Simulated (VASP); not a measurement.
# Al (Fm-3m) in VASP: a series of runs, part 2 of 2

VASP 6.6.1. Earlier steps stand in the parts before.

## 3. Relaxation of cell and atoms, r2SCAN

This run uses another cell than the first one, of 16.60 Å³/atom, 1.041 times its volume.

POSCAR reads:

```
Al
1.0
    0.0000000000      2.0248050000      2.0248050000
    2.0248050000      0.0000000000      2.0248050000
    2.0248050000      2.0248050000      0.0000000000
Al
1
Direct
    0.0000000000      0.0000000000      0.0000000000
```

INCAR.step1 reads:

```
PREC = Accurate ; ENCUT = 600
ISMEAR = 1 ; SIGMA = 0.1
LREAL = F ; LASPH = T
NELM = 60 ; GGA = PE
ALGO = Normal ; EDIFF = 1E-4
LWAVE = T ; LCHARG = F
```

INCAR.step2 reads:

```
PREC = Accurate ; ENCUT = 600
EDIFF = 1E-7 ; ISMEAR = 1
SIGMA = 0.1 ; LREAL = F
LASPH = T ; NELM = 60
ALGO = Normal ; ISIF = 3
LWAVE = F ; LCHARG = F
METAGGA = R2SCAN ; LMIXTAU = T
IBRION = 2 ; NSW = 60
EDIFFG = -0.02 ; ISTART = 1
```

KPOINTS reads:

```
Automatic mesh
0
Gamma
  11 11 11
```

Potentials or basis: VASP PAW PBE potentials, release 64 (Al).

Started as:

```console
$ cat potpaw_PBE.64/Al/POTCAR > POTCAR
$ cp INCAR.step1 INCAR
$ mpirun -np 1 vasp_std > vasp.out
$ cp INCAR.step2 INCAR
$ mpirun -np 1 vasp_std > vasp.out
```

OUTCAR:

```text
PREC = Accurate
   ENCUT = 600
   EDIFF = 1E-7
   ISMEAR = 1
   LREAL = F
   LASPH = T
   NELM = 60
   ISIF = 3
   METAGGA = R2SCAN
   IBRION = 2
   NSW = 60
   EDIFFG = -0.02
   ISTART = 1

 ion  position               nearest neighbor table
   1  0.000  0.000  0.000-

  LATTYP: Found a face centered cubic cell.
 ALAT       =     4.0496100000

  Lattice vectors:

 A1 = (   0.0000000000,   2.0248050000,   2.0248050000)
 A2 = (   2.0248050000,   0.0000000000,   2.0248050000)
 A3 = (   2.0248050000,   2.0248050000,   0.0000000000)

Analysis of symmetry for initial positions (statically):
=====================================================================
 Subroutine PRICEL returns:
 Original cell was already a primitive cell.

 Routine SETGRP: Setting up the symmetry group for a
 face centered cubic supercell.

 Subroutine GETGRP returns: Found 48 space group operations
 (whereof 48 operations were pure point group operations)
 out of a pool of 48 trial point group operations.

The static configuration has the point symmetry O_h .

Analysis of symmetry for dynamics (positions and initial velocities):
=====================================================================
 Subroutine PRICEL returns:
 Original cell was already a primitive cell.

 Routine SETGRP: Setting up the symmetry group for a
 face centered cubic supercell.

 Subroutine GETGRP returns: Found 48 space group operations
 (whereof 48 operations were pure point group operations)
 out of a pool of 48 trial point group operations.

The dynamic configuration has the point symmetry O_h .

 Subroutine INISYM returns: Found 48 space group operations
 (whereof 48 operations are pure point group operations),
 and found     1 'primitive' translations

----------------------------------------------------------------------------------------

                                     Primitive cell

  volume of cell :      16.6027

  direct lattice vectors                    reciprocal lattice vectors
     0.000000000  2.024805000  2.024805000    -0.246937359  0.246937359  0.246937359
     2.024805000  0.000000000  2.024805000     0.246937359 -0.246937359  0.246937359
     2.024805000  2.024805000  0.000000000     0.246937359  0.246937359 -0.246937359

  length of vectors
     2.863506692  2.863506692  2.863506692     0.427708053  0.427708053  0.427708053

  position of ions in fractional coordinates (direct lattice)
     0.000000000  0.000000000  0.000000000

  ion indices of the primitive-cell ions
   primitive index   ion index
                 1           1

----------------------------------------------------------------------------------------

 KPOINTS: Automatic mesh

Automatic generation of k-mesh.
 Grid dimensions read from file:
 generate k-points for:   11   11   11
[... 23 lines left out ...]
  0.181818  0.000000  0.000000      8.000000
  0.272727  0.000000  0.000000      8.000000
  0.363636  0.000000  0.000000      8.000000
  0.454545  0.000000  0.000000      8.000000
[... 16 lines left out ...]
 -0.272727  0.181818  0.000000     24.000000
 -0.181818  0.181818  0.000000     12.000000
 [... further k-points ...]
   k-points           NKPTS =     56   k-points in BZ     NKDIM =     56   number of bands    NBANDS=      5
   number of dos      NEDOS =    301   number of ions     NIONS =      1
   total plane-waves  NPLWV =  13824
   dimension x,y,z NGX =    24 NGY =   24 NGZ =   24
   dimension x,y,z NGXF=    48 NGYF=   48 NGZF=   48
   ions per type =               1
   NGX,Y,Z   is equivalent  to a cutoff of  13.93, 13.93, 13.93 a.u.
   NGXF,Y,Z  is equivalent  to a cutoff of  27.87, 27.87, 27.87 a.u.
 SYSTEM =  unknown system
   PREC   = accura    normal or accurate (medium, high low for compatibility)
   ISTART =      1    job   : 0-new  1-cont  2-samecut
   ICHARG =      0    charge: 1-file 2-atom 10-const
   ISPIN  =      1    spin polarized calculation?
   LNONCOLLINEAR =      F non collinear calculations
   LSORBIT =      F    spin-orbit coupling
   LASPH  =      T    aspherical Exc in radial PAW
   ENCUT  =  600.0 eV  44.10 Ry    6.64 a.u.   5.72  5.72  5.72*2*pi/ulx,y,z
   NELM   =     60;   NELMIN=  2; NELMDL=  0     # of ELM steps
   EDIFF  = 0.1E-06   stopping-criterion for ELM
   LREAL  =      F    real-space projection
   EDIFFG = -.2E-01   stopping-criterion for IOM
   NSW    =     60    number of steps for IOM
   IBRION =      2    ionic relax: 0-MD 1-quasi-New 2-CG
   NFREE  =      1    steps in history (QN), initial steepest desc. (CG)
   ISIF   =      3    stress and relaxation
   ISYM   =      2    0-nonsym 1-usesym 2-fastsym
   POTIM  = 0.5000    time-step for ionic-motion
   TEBEG  =    0.0;   TEEND  =   0.0 temperature during run
   PSTRESS=    0.0 pullay stress
   NELECT =       3.0000    total number of electrons
   NUPDOWN=      -1.0000    fix difference up-down
   EMIN   =  10.00;   EMAX   =-10.00  energy-range for DOS
   EFERMI =   0.00;   METHOD = LEGACY
   ISMEAR =     1;   SIGMA  =   0.10  broadening in eV -4-tet -1-fermi 0-gaus
   EFERMI_NEDOS =   21; number of points for ismear=-14 and -15
   IALGO  =     38    algorithm
   IMIX   =      4    mixing-type and parameters
     AMIX     =   0.40;   BMIX     =  1.00
     AMIX_MAG =   1.60;   BMIX_MAG =  1.00
  volume/ion in A,a.u.               =      16.60       112.04
  Fermi-wavevector in a.u.,A,eV,Ry     =   0.925526  1.748991 11.654733  0.856599
  Thomas-Fermi vector in A             =   2.051390
   LORBIT       =      0    0 simple, 1 ext, 2 COOP (PROOUT), +10 PAW based schemes
   METAGGA = R2SCAN    functional components
   LHFCALC =     F    Hartree Fock is set to
   AEXX    =    0.0000 exact exchange contribution
   IVDW    =     0    specifies the selected vdW correction
   LEPSILON=     F    determine dielectric tensor
   LRPA    =     F    only Hartree local field effects (RPA)
 conjugate gradient relaxation of ions
 non-spin polarized calculation
 Methfessel and Paxton  Order N= 1 SIGMA  =   0.10
  energy-cutoff  :      600.00
  volume of cell :       16.60
 maximum number of plane-waves:       564
   NGX = 11   NGY = 11   NGZ = 11

--------------------------------------- Ionic step        1  -------------------------------------------

 number of electron       3.0000000 magnetization

 Free energy of the ion-electron system (eV)
  ---------------------------------------------------
  ext. energy  EPLUGINS =         0.00000000
  ---------------------------------------------------
  free energy    TOTEN  =        -6.73577904 eV

  energy without entropy =       -6.73510002  energy(sigma->0) =       -6.73555270

------------------------ aborting loop because EDIFF is reached ----------------------------------------

  FORCE on cell =-STRESS in cart. coord.  units (eV):
  Direction    XX          YY          ZZ          XY          YZ          ZX
  --------------------------------------------------------------------------------------
  -------------------------------------------------------------------------------------
  Total       -0.3794180     -0.3794180     -0.3794180      0.0000000     -0.0000000      0.0000000
  in kB      -36.6141454    -36.6141454    -36.6141454      0.0000000     -0.0000000      0.0000000
  external PRESSURE =     -36.6141454 kB  Pullay stress =       0.0000000 kB
[... 57 lines left out ...]
--------------------------------------- Ionic step        3  -------------------------------------------

 number of electron       3.0000000 magnetization

 Free energy of the ion-electron system (eV)
  ---------------------------------------------------
  ext. energy  EPLUGINS =         0.00000000
  ---------------------------------------------------
  free energy    TOTEN  =        -6.74435783 eV

  energy without entropy =       -6.74387068  energy(sigma->0) =       -6.74419545

 E-fermi :   8.4150     XC(G=0): -11.0504

 val. band max:        8.3684819838   @ k =  -0.3636   0.3636   0.0000
 cond. band min:       8.4560446563   @ k =   0.4545   0.1818   0.0909
 fundamental gap:      0.0875626726
 Fermi energy:         8.4149836551

 k-point     1 :       0.0000    0.0000    0.0000
  band No.  band energies     occupation
      1      -3.6941      2.00000
      2      21.9605      0.00000
      3      21.9605      0.00000
      4      21.9605      0.00000
      5      24.1728      0.00000
[... 177 lines left out ...]
 k-point    24 :      -0.1818    0.1818    0.0000
  band No.  band energies     occupation
      1      -1.1063      2.00000
      2      12.5013      0.00000
      3      14.2921      0.00000
      4      21.4233      0.00000
      5      23.5983      0.00000

 [... further k-points ...]

------------------------ aborting loop because EDIFF is reached ----------------------------------------

  FORCE on cell =-STRESS in cart. coord.  units (eV):
  Direction    XX          YY          ZZ          XY          YZ          ZX
  --------------------------------------------------------------------------------------
  -------------------------------------------------------------------------------------
  Total        0.0032554      0.0032554      0.0032554     -0.0000000     -0.0000000     -0.0000000
  in kB        0.3283669      0.3283669      0.3283669     -0.0000000     -0.0000000     -0.0000000
  external PRESSURE =       0.3283669 kB  Pullay stress =       0.0000000 kB
[... 16 lines left out ...]
  FREE ENERGIE OF THE ION-ELECTRON SYSTEM (eV)
  ---------------------------------------------------
  free  energy   TOTEN  =        -6.7443578320 eV

  energy  without entropy=       -6.7438706843  energy(sigma->0) =       -6.74419545

 reached required accuracy - stopping structural energy minimisation
```

OUTCAR.step1:

```text
PREC = Accurate
   ENCUT = 600
   ISMEAR = 1
   LREAL = F
   LASPH = T
[... 407 lines left out ...]

 POSITION                                       TOTAL-FORCE (eV/Angst)
 -----------------------------------------------------------------------------------
      0.00000      0.00000      0.00000         0.000000      0.000000      0.000000
 -----------------------------------------------------------------------------------
    total drift:                                0.000000     -0.000000     -0.000000

  FREE ENERGIE OF THE ION-ELECTRON SYSTEM (eV)
  ---------------------------------------------------
  free  energy   TOTEN  =        -3.7535100292 eV

  energy  without entropy=       -3.7521363565  energy(sigma->0) =       -3.75305214
```

OSZICAR.step1:

```text
N       E                     dE             d eps       ncg     rms          rms(c)
DAV:   1    -0.107575379556E+01   -0.10758E+01   -0.99335E+02   560   0.394E+02
DAV:   2    -0.375315917203E+01   -0.26774E+01   -0.25420E+01   725   0.331E+01
DAV:   3    -0.377582603194E+01   -0.22667E-01   -0.22666E-01   770   0.393E+00
DAV:   4    -0.377588791448E+01   -0.61883E-04   -0.61883E-04   755   0.207E-01
DAV:   5    -0.377588835600E+01   -0.44152E-06   -0.44201E-06   735   0.139E-02    0.129E+00
DAV:   6    -0.376293600660E+01    0.12952E-01   -0.16846E-03   670   0.314E-01    0.749E-01
DAV:   7    -0.375351479936E+01    0.94212E-02   -0.50500E-03   660   0.508E-01    0.144E-01
DAV:   8    -0.375351002920E+01    0.47702E-05   -0.22638E-05   450   0.531E-02
   1 F= -.37535100E+01 E0= -.37530521E+01  d E =-.137367E-02
```

Run time: 17 s. Hardware: 1 thread of Intel Xeon 6975P-C (Granite Rapids), shared host; peak memory 0.13 GiB.

What came out:

```
Free energy                            : -6.7444 eV
Relaxed volume                         : 15.88 Å³/atom
Relaxed cell                           : a = 2.822 Å, b = 2.822 Å, c = 2.822 Å, α = 60.00°, β = 60.00°, γ = 60.00°
Space group after relaxing (to 0.05 Å) : Fm-3m (No. 225)
Energy gained by relaxing              : 8.6 meV/atom
Ionic steps                            : 3
Pressure after relaxing                : 0.0 GPa
```

Step by step:
| step | energy change (eV) | largest force (eV/Å) | pressure (GPa) | volume (Å³) |
| --- | --- | --- | --- | --- |
| 1 | 0.0000 | 0.0000 | -3.66 | 16.60 |
| 2 | -0.0080 | 0.0000 | 1.07 | 15.71 |
| 3 | -0.0086 | 0.0000 | 0.03 | 15.88 |

Final structure:
```
Al
1.0
     0.00000    1.99514    1.99514
     1.99514    0.00000    1.99514
     1.99514    1.99514    0.00000
Al
1
Direct
  0.00000 0.00000 0.00000
```

Caveat: the PAW data sets were made with another functional, which shifts forces and pressure a little.
